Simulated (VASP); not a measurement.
# Co3Si (I4/mmm) in VASP: single point with PBEsol

Aim: the single point of Co3Si with PBEsol.

All numbers are computed with VASP 6.6.1; they aren't measurements. Logs are shortened: lines on timing, memory, paths and dates and some standing lists are left out, and cuts for length are marked.

### Step 1. The cell of the first run

Symmetry: I4/mmm, No. 139, tetragonal system. The conventional cell has a = 3.641 Å, b = 3.641 Å, c = 6.494 Å, α = 90.00°, β = 90.00°, γ = 90.00°. Si (site symmetry 4/mmm) has 14 Co at 2.44 to 3.25 Å within 3.3 Å. Within 3.3 Å of Co (site symmetry -4m2) lie 4 Si at 2.44 Å and 10 Co at 2.44 to 3.25 Å. Within 3.3 Å of Co (site symmetry 4/mmm) lie 8 Co at 2.44 Å and 6 Si at 2.57 to 3.25 Å.

### Step 2. Single point, PBEsol, collinear spin, ferromagnetic start (Rh replaced by Co, lengths x 0.946, strained)

The input, INCAR:

```
ALGO = Fast ; EDIFF = 1E-6
ENCUT = 520 ; GGA = PS
ISIF = 2 ; ISMEAR = 0
ISPIN = 2 ; LASPH = T
LCHARG = F ; LMAXMIX = 4
LORBIT = 11 ; LREAL = F
LWAVE = F ; MAGMOM = 0 0.88 0.88 1.58
NBANDS = 28 ; NELM = 150
PREC = Accurate ; SIGMA = 0.1
```

The input, KPOINTS:

```
k-points
0
Gamma
  16 16 16
```

The input, POSCAR:

```
Co3Si
1.0
   -1.8207006237      1.8207006237      3.2468017371
    1.8207006237     -1.8207006237      3.2468017371
    1.8207006237      1.8207006237     -3.2468017371
Si Co
1 3
Direct
    0.0000000000      0.0000000000      0.0000000000
    0.7500000000      0.2500000000      0.5000000000
    0.2500000000      0.7500000000      0.5000000000
    0.5000000000      0.5000000000      0.0000000000
```

Potentials or basis: VASP PAW PBE potentials, release 64 (Si, Co).

The run is started by

```bash
cat potpaw_PBE.64/Si/POTCAR potpaw_PBE.64/Co/POTCAR > POTCAR
mpirun -np 1 vasp_std > vasp.out
```

OUTCAR:

```text
EDIFF = 1E-6
   ENCUT = 520
   GGA = PS
   ISIF = 2
   ISMEAR = 0
   ISPIN = 2
   LASPH = T
   LORBIT = 11
   LREAL = F
   NELM = 150
   PREC = Accurate

 ion  position               nearest neighbor table
   1  0.000  0.000  0.000-   2 2.44   3 2.44   2 2.44   3 2.44   2 2.44   3 2.44   2 2.44   3 2.44
                             4 2.57   4 2.57   4 2.57   4 2.57
   2  0.750  0.250  0.500-   4 2.44   1 2.44   1 2.44   4 2.44   1 2.44   4 2.44   4 2.44   1 2.44
                             3 2.57   3 2.57   3 2.57   3 2.57
   3  0.250  0.750  0.500-   1 2.44   4 2.44   1 2.44   4 2.44   1 2.44   4 2.44   1 2.44   4 2.44
                             2 2.57   2 2.57   2 2.57   2 2.57
   4  0.500  0.500  0.000-   3 2.44   2 2.44   2 2.44   3 2.44   2 2.44   3 2.44   3 2.44   2 2.44
                             1 2.57   1 2.57   1 2.57   1 2.57

  LATTYP: Found a body centered tetragonal cell.
 ALAT       =     3.6414012474
 C/A-ratio  =     1.7832705140

  Lattice vectors:

 A1 = (  -1.8207006237,   1.8207006237,   3.2468017371)
 A2 = (   1.8207006237,  -1.8207006237,   3.2468017371)
 A3 = (   1.8207006237,   1.8207006237,  -3.2468017371)

Analysis of symmetry for initial positions (statically):
=====================================================================
 Subroutine PRICEL returns:
 Original cell was already a primitive cell.

 Routine SETGRP: Setting up the symmetry group for a
 body centered tetragonal supercell.

 Subroutine GETGRP returns: Found 16 space group operations
 (whereof 16 operations were pure point group operations)
 out of a pool of 16 trial point group operations.

The static configuration has the point symmetry D_4h.

Analysis of symmetry for dynamics (positions and initial velocities):
=====================================================================
 Subroutine PRICEL returns:
 Original cell was already a primitive cell.

 Routine SETGRP: Setting up the symmetry group for a
 body centered tetragonal supercell.

 Subroutine GETGRP returns: Found 16 space group operations
 (whereof 16 operations were pure point group operations)
 out of a pool of 16 trial point group operations.

The dynamic configuration has the point symmetry D_4h.

Analysis of structural, dynamic, and magnetic symmetry:
=====================================================================
 Subroutine PRICEL returns:
 Original cell was already a primitive cell.

 Routine SETGRP: Setting up the symmetry group for a
 body centered tetragonal supercell.

 Subroutine GETGRP returns: Found 16 space group operations
 (whereof 16 operations were pure point group operations)
 out of a pool of 16 trial point group operations.

The overall configuration has the point symmetry D_4h.

 Subroutine INISYM returns: Found 16 space group operations
 (whereof 16 operations are pure point group operations),
 and found     1 'primitive' translations

----------------------------------------------------------------------------------------

                                     Primitive cell

  volume of cell :      43.0520

  direct lattice vectors                    reciprocal lattice vectors
    -1.820700624  1.820700624  3.246801737     0.000000000  0.274619558  0.153997700
     1.820700624 -1.820700624  3.246801737     0.274619558  0.000000000  0.153997700
     1.820700624  1.820700624 -3.246801737     0.274619558  0.274619558  0.000000000

  length of vectors
     4.143865712  4.143865712  4.143865712     0.314851065  0.314851065  0.388370703

  position of ions in fractional coordinates (direct lattice)
     0.000000000  0.000000000  0.000000000
     0.750000000  0.250000000  0.500000000
     0.250000000  0.750000000  0.500000000
     0.500000000  0.500000000  0.000000000

  ion indices of the primitive-cell ions
   primitive index   ion index
                 1           1
                 2           2
                 3           3
                 4           4

----------------------------------------------------------------------------------------

 KPOINTS: k-points

Automatic generation of k-mesh.
 Grid dimensions read from file:
[... 22 lines left out ...]
  0.000000  0.000000  0.000000      1.000000
  0.062500  0.000000  0.000000      8.000000
  0.125000  0.000000  0.000000      8.000000
  0.187500  0.000000 -0.000000      8.000000
  0.250000  0.000000  0.000000      8.000000
  0.312500  0.000000  0.000000      8.000000
[... 16 lines left out ...]
 -0.125000  0.062500  0.000000     16.000000
 -0.062500  0.062500  0.000000      4.000000
 [... further k-points ...]
   k-points           NKPTS =    349   k-points in BZ     NKDIM =    349   number of bands    NBANDS=     28
   number of dos      NEDOS =    301   number of ions     NIONS =      4
   total plane-waves  NPLWV =  32768
   dimension x,y,z NGX =    32 NGY =   32 NGZ =   32
   dimension x,y,z NGXF=    64 NGYF=   64 NGZF=   64
   ions per type =               1   3
   NGX,Y,Z   is equivalent  to a cutoff of  12.84, 12.84, 12.84 a.u.
   NGXF,Y,Z  is equivalent  to a cutoff of  25.68, 25.68, 25.68 a.u.
 SYSTEM =  unknown system
   PREC   = accura    normal or accurate (medium, high low for compatibility)
   ISTART =      0    job   : 0-new  1-cont  2-samecut
   ICHARG =      2    charge: 1-file 2-atom 10-const
   ISPIN  =      2    spin polarized calculation?
   LNONCOLLINEAR =      F non collinear calculations
   LSORBIT =      F    spin-orbit coupling
   LASPH  =      T    aspherical Exc in radial PAW
   ENCUT  =  520.0 eV  38.22 Ry    6.18 a.u.   7.70  7.70  7.70*2*pi/ulx,y,z
   NELM   =    150;   NELMIN=  2; NELMDL= -5     # of ELM steps
   EDIFF  = 0.1E-05   stopping-criterion for ELM
   LREAL  =      F    real-space projection
   EDIFFG = 0.1E-04   stopping-criterion for IOM
   NSW    =      0    number of steps for IOM
   IBRION =     -1    ionic relax: 0-MD 1-quasi-New 2-CG
   NFREE  =      0    steps in history (QN), initial steepest desc. (CG)
   ISIF   =      2    stress and relaxation
   ISYM   =      2    0-nonsym 1-usesym 2-fastsym
   POTIM  = 0.5000    time-step for ionic-motion
   TEBEG  =    0.0;   TEEND  =   0.0 temperature during run
   PSTRESS=    0.0 pullay stress
   NELECT =      31.0000    total number of electrons
   NUPDOWN=      -1.0000    fix difference up-down
   EMIN   =  10.00;   EMAX   =-10.00  energy-range for DOS
   EFERMI =   0.00;   METHOD = LEGACY
   ISMEAR =     0;   SIGMA  =   0.10  broadening in eV -4-tet -1-fermi 0-gaus
   EFERMI_NEDOS =   21; number of points for ismear=-14 and -15
   IALGO  =     68    algorithm
   IMIX   =      4    mixing-type and parameters
     AMIX     =   0.40;   BMIX     =  1.00
     AMIX_MAG =   1.60;   BMIX_MAG =  1.00
  volume/ion in A,a.u.               =      10.76        72.63
  Fermi-wavevector in a.u.,A,eV,Ry     =   1.467341  2.772873 29.294571  2.153090
  Thomas-Fermi vector in A             =   2.582971
   LORBIT       =     11    0 simple, 1 ext, 2 COOP (PROOUT), +10 PAW based schemes
   GGA     = PS    functional components
   LHFCALC =     F    Hartree Fock is set to
   AEXX    =    0.0000 exact exchange contribution
   IVDW    =     0    specifies the selected vdW correction
   LEPSILON=     F    determine dielectric tensor
   LRPA    =     F    only Hartree local field effects (RPA)
 spin polarized calculation
 RMM-DIIS sequential band-by-band and
 Gauss-broadening in eV      SIGMA  =   0.10
  energy-cutoff  :      520.00
  volume of cell :       43.05
 maximum number of plane-waves:      1184
   NGX = 15   NGY = 15   NGZ = 15

 number of electron      31.0000004 magnetization       2.8345801

 Free energy of the ion-electron system (eV)
  ---------------------------------------------------
  ext. energy  EPLUGINS =         0.00000000
  ---------------------------------------------------
  free energy    TOTEN  =       -30.31341971 eV

  energy without entropy =      -30.28981325  energy(sigma->0) =      -30.30161648

 E-fermi :  11.1648     XC(G=0): -13.3336

 val. band max:       11.1643538268   @ k =  -0.2500  -0.3750   0.1250
 cond. band min:      11.1665891334   @ k =  -0.2500  -0.3750   0.1875
 fundamental gap:      0.0022353066
 Fermi energy:        11.1647596530

 spin component 1

 k-point     1 :       0.0000    0.0000    0.0000
  band No.  band energies     occupation
      1      -0.6094      1.00000
      2       6.5491      1.00000
      3       6.6787      1.00000
      4       7.0681      1.00000
      5       7.0681      1.00000
      6       7.1720      1.00000
[... 709 lines left out ...]
     26      21.3437      0.00000
     27      22.3852      0.00000

 [... further k-points ...]

 spin component 2

 k-point     1 :       0.0000    0.0000    0.0000
  band No.  band energies     occupation
      1      -0.6181      1.00000
      2       7.0735      1.00000
      3       7.2125      1.00000
      4       7.4374      1.00000
      5       7.4374      1.00000
      6       7.9360      1.00000
[... 709 lines left out ...]
     26      21.5547      0.00000
     27      22.6188      0.00000

 [... further k-points ...]

 [bands above 27 left out]

------------------------ aborting loop because EDIFF is reached ----------------------------------------

  FORCE on cell =-STRESS in cart. coord.  units (eV):
  Direction    XX          YY          ZZ          XY          YZ          ZX
  --------------------------------------------------------------------------------------
  -------------------------------------------------------------------------------------
  Total       -3.0560937     -3.0560937     -2.4200412      0.0000000      0.0000000      0.0000000
  in kB     -113.7324534   -113.7324534    -90.0617743      0.0000000      0.0000000      0.0000000
  external PRESSURE =    -105.8422270 kB  Pullay stress =       0.0000000 kB

 VOLUME and BASIS-vectors are now :
 -----------------------------------------------------------------------------
  energy-cutoff  :      520.00
  volume of cell :       43.05
      direct lattice vectors                 reciprocal lattice vectors
    -1.820700624  1.820700624  3.246801737     0.000000000  0.274619558  0.153997700
     1.820700624 -1.820700624  3.246801737     0.274619558  0.000000000  0.153997700
     1.820700624  1.820700624 -3.246801737     0.274619558  0.274619558  0.000000000

 POSITION                                       TOTAL-FORCE (eV/Angst)
 -----------------------------------------------------------------------------------
      0.00000      0.00000      0.00000         0.000000     -0.000000     -0.000000
      0.00000      1.82070      1.62340         0.000000     -0.000000      0.000000
      1.82070      0.00000      1.62340        -0.000000      0.000000     -0.000000
      0.00000      0.00000      3.24680         0.000000     -0.000000     -0.000000
 -----------------------------------------------------------------------------------
    total drift:                               -0.000000     -0.000000      0.000000

  FREE ENERGIE OF THE ION-ELECTRON SYSTEM (eV)
  ---------------------------------------------------
  free  energy   TOTEN  =       -30.3134197066 eV

  energy  without entropy=      -30.2898132515  energy(sigma->0) =      -30.30161648

 total charge

# of ion       s       p       d       tot
------------------------------------------
    1        0.710   0.870   0.000   1.580
    2        0.455   0.556   7.429   8.440
    3        0.455   0.556   7.429   8.440
    4        0.473   0.548   7.338   8.359
--------------------------------------------------
tot          2.093   2.530  22.197  26.820

 magnetization (x)

# of ion       s       p       d       tot
------------------------------------------
    1       -0.004  -0.028   0.000  -0.032
    2       -0.007  -0.012   0.787   0.767
    3       -0.007  -0.012   0.787   0.767
    4       -0.001  -0.016   1.406   1.388
--------------------------------------------------
tot         -0.020  -0.069   2.979   2.890
```

Wall time 12 min (1 thread of Oxide Virtual Turin-like, shared host); peak memory 0.63 GiB.

What came out:

```yaml
Free_energy: -30.3134 eV
Pressure: -10.6 GPa
Net_moment: 2.83 μB per cell
Site_moments: Si -0.03; Co +0.77, +1.39 (each value once) μB
Valence_electrons_inside_the_program's_atomic_spheres: Si 1.58; Co 8.44, 8.36 (each value once)
```

Stress tensor (GPa, compression positive):
```
-11.37   0.00   0.00
  0.00 -11.37   0.00
  0.00   0.00  -9.01
```

Caveat: the cell differs from its parent crystal (Rh replaced by Co, lengths x 0.946, strained); the cell stands under tension; the PAW data sets were made with another functional, which shifts forces and pressure a little.
